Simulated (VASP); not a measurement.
# Y in VASP: a series of runs, part 2 of 2

VASP 6.6.1. The steps go on from the part before.

## (4) Single point, PBEsol, collinear spin, ferromagnetic start

This run uses another cell than the first one: it holds 4 atoms, not 1.

Input file INCAR:

```
SYSTEM = Y
  PREC = Accurate
  ENCUT = 520
  EDIFF = 1E-6
  ISMEAR = 0
  SIGMA = 0.05
  LREAL = .False.
  LASPH = .True.
  NELM = 150
  ALGO = Normal
  ISIF = 2
  LWAVE = .False.
  LCHARG = .False.
  ISPIN = 2
  MAGMOM = 1.5 1.5 1.5 1.5
  LORBIT = 11
  LMAXMIX = 4
  GGA = PS
  NBANDS = 34
```

Input file KPOINTS:

```
regular mesh
0
Gamma
  1 1 11
  0 0 0
```

Input file POSCAR:

```
Y
1.0
   12.3000000000      0.0000000000      0.0000000000
    0.0000000000      9.3000000000      0.0000000000
    0.0000000000      0.0000000000      6.4777298577
Y
4
Direct
    0.3778710105      0.5000000000      0.0000000000
    0.3778710105      0.5000000000      0.5000000000
    0.6221289895      0.5000000000      0.0000000000
    0.6221289895      0.5000000000      0.5000000000
```

Potentials or basis: VASP PAW PBE potentials, release 64 (Y_sv).

Started as:

```
$ cat potpaw_PBE.64/Y_sv/POTCAR > POTCAR
$ mpirun -np 1 vasp_std > vasp.out
```

OUTCAR:

```text
SYSTEM = Y
   PREC = Accurate
   ENCUT = 520
   EDIFF = 1E-6
   ISMEAR = 0
   LREAL = .False.
   LASPH = .True.
   NELM = 150
   ISIF = 2
   ISPIN = 2
   LORBIT = 11
   GGA = PS

 ion  position               nearest neighbor table
   1  0.378  0.500  0.000-   3 3.00   2 3.24   2 3.24
   2  0.378  0.500  0.500-   4 3.00   1 3.24   1 3.24
   3  0.622  0.500  0.000-   1 3.00   4 3.24   4 3.24
   4  0.622  0.500  0.500-   2 3.00   3 3.24   3 3.24

  LATTYP: Found a simple orthorhombic cell.
 ALAT       =     6.4777298577
 B/A-ratio  =     1.4356881507
 C/A-ratio  =     1.8988133606

  Lattice vectors:

 A1 = (   0.0000000000,   0.0000000000,  -6.4777298577)
 A2 = (   0.0000000000,   9.3000000000,   0.0000000000)
 A3 = (  12.3000000000,   0.0000000000,   0.0000000000)

Analysis of symmetry for initial positions (statically):
=====================================================================
 Subroutine PRICEL returns following result:

  LATTYP: Found a simple orthorhombic cell.
 ALAT       =     3.2388649288
 B/A-ratio  =     2.8713763014
 C/A-ratio  =     3.7976267212
[... 12 lines left out ...]
 Subroutine GETGRP returns: Found  8 space group operations
 (whereof  8 operations were pure point group operations)
 out of a pool of  8 trial point group operations.

The static configuration has the point symmetry D_2h.

Analysis of symmetry for dynamics (positions and initial velocities):
=====================================================================
 Subroutine PRICEL returns following result:

  LATTYP: Found a simple orthorhombic cell.
 ALAT       =     3.2388649288
 B/A-ratio  =     2.8713763014
 C/A-ratio  =     3.7976267212
[... 12 lines left out ...]
 Subroutine GETGRP returns: Found  8 space group operations
 (whereof  8 operations were pure point group operations)
 out of a pool of  8 trial point group operations.

[... 154 lines left out ...]
  energy without entropy =      -17.31253302  energy(sigma->0) =      -17.31621268

 E-fermi :  -1.7502     XC(G=0):  -3.1681

 val. band max:       -1.7784148269   @ k =   0.0000   0.0000   0.3636
 cond. band min:      -1.7262083543   @ k =   0.0000   0.0000   0.0000
 fundamental gap:      0.0522064727
 Fermi energy:        -1.7502071936

 spin component 1

 k-point     1 :       0.0000    0.0000    0.0000
  band No.  band energies     occupation
      1     -45.3916      1.00000
      2     -45.3208      1.00000
      3     -45.3093      1.00000
      4     -45.2403      1.00000
      5     -25.7652      1.00000
      6     -25.6719      1.00000
[... 211 lines left out ...]
     33      -0.4577      0.00000
     34      -0.1916      0.00000
 Fermi energy:        -1.7502071936

 spin component 2

 k-point     1 :       0.0000    0.0000    0.0000
  band No.  band energies     occupation
      1     -45.1872      1.00000
      2     -45.1172      1.00000
      3     -45.1117      1.00000
      4     -45.0435      1.00000
      5     -25.3842      1.00000
      6     -25.3838      1.00000
[... 211 lines left out ...]
     33      -0.1513      0.00000
     34       0.0633      0.00000

------------------------ aborting loop because EDIFF is reached ----------------------------------------

  FORCE on cell =-STRESS in cart. coord.  units (eV):
  Direction    XX          YY          ZZ          XY          YZ          ZX
  --------------------------------------------------------------------------------------
  -------------------------------------------------------------------------------------
  Total       -0.0105952     -0.1354898     -0.1033307      0.0000000     -0.0000000      0.0000000
  in kB       -0.0229092     -0.2929587     -0.2234237      0.0000000     -0.0000000      0.0000000
  external PRESSURE =      -0.1797639 kB  Pullay stress =       0.0000000 kB

 VOLUME and BASIS-vectors are now :
 -----------------------------------------------------------------------------
  energy-cutoff  :      520.00
  volume of cell :      740.99
      direct lattice vectors                 reciprocal lattice vectors
    12.300000000  0.000000000  0.000000000     0.081300813  0.000000000  0.000000000
     0.000000000  9.300000000  0.000000000     0.000000000  0.107526882  0.000000000
     0.000000000  0.000000000  6.477729858     0.000000000  0.000000000  0.154375070

 POSITION                                       TOTAL-FORCE (eV/Angst)
 -----------------------------------------------------------------------------------
      4.64781      4.65000      0.00000         0.005590      0.000000      0.000000
      4.64781      4.65000      3.23886         0.005590      0.000000      0.000000
      7.65219      4.65000      0.00000        -0.005590     -0.000000      0.000000
      7.65219      4.65000      3.23886        -0.005590     -0.000000     -0.000000
 -----------------------------------------------------------------------------------
    total drift:                                0.000000     -0.000000     -0.000000

  FREE ENERGIE OF THE ION-ELECTRON SYSTEM (eV)
  ---------------------------------------------------
  free  energy   TOTEN  =       -17.3198923321 eV

  energy  without entropy=      -17.3125330245  energy(sigma->0) =      -17.31621268

 total charge

# of ion       s       p       d       f       tot
--------------------------------------------------
    1        2.338   6.056   0.977   0.007   9.377
    2        2.338   6.056   0.977   0.007   9.377
    3        2.338   6.056   0.977   0.007   9.377
    4        2.338   6.056   0.977   0.007   9.377
--------------------------------------------------
tot          9.350  24.223   3.908   0.029  37.510

 magnetization (x)

# of ion       s       p       d       f       tot
--------------------------------------------------
    1        0.031   0.045   0.387   0.003   0.466
    2        0.031   0.045   0.387   0.003   0.466
    3        0.031   0.045   0.387   0.003   0.466
    4        0.031   0.045   0.387   0.003   0.466
--------------------------------------------------
tot          0.123   0.180   1.548   0.011   1.862
```

Run time: 31 min. Hardware: 1 thread of Intel Xeon Platinum 8259CL at 2.50GHz (Skylake/Cascade Lake), shared host; peak memory 1 GiB.

What came out:

```
Free energy                                           : -17.3199 eV
Largest force                                         : 0.006 eV/Å
Net moment                                            : 2.92 μB per cell
Site moments                                          : Y +0.47 μB
Valence electrons inside the program's atomic spheres : Y 9.38
```

Forces on the atoms (eV/Å):
```
Y    0.006  0.000  0.000
Y    0.006  0.000  0.000
Y   -0.006  0.000  0.000
Y   -0.006  0.000  0.000
```

Caveat: the PAW data sets were made with another functional, which shifts forces and pressure a little.

## (5) Summary

| cell | k mesh | gap on the mesh (eV) | moment (μB) |
| --- | --- | --- | --- |
| a = 9.000, b = 9.300, c = 2.914 Å, 1 atom | 1 × 1 × 21 | none | 0.22 |
| a = 9.000, b = 9.300, c = 3.132 Å, 1 atom | 1 × 1 × 21 | none | 1.52 |
| a = 12.300, b = 9.300, c = 6.478 Å, 4 atoms | 1 × 1 × 11 | none | 2.92 |

Alike in all rows: task single point; level PBEsol; potentials or basis VASP PAW PBE potentials, release 64 (Y_sv); spin collinear, ferromagnetic start; cutoff (eV) 520; smearing gaussian 0.05 eV.

Caveats: the PAW data sets were made with another functional, which shifts forces and pressure a little.

Total energies depend on the potentials used, so only differences within one code and one set of settings carry meaning.
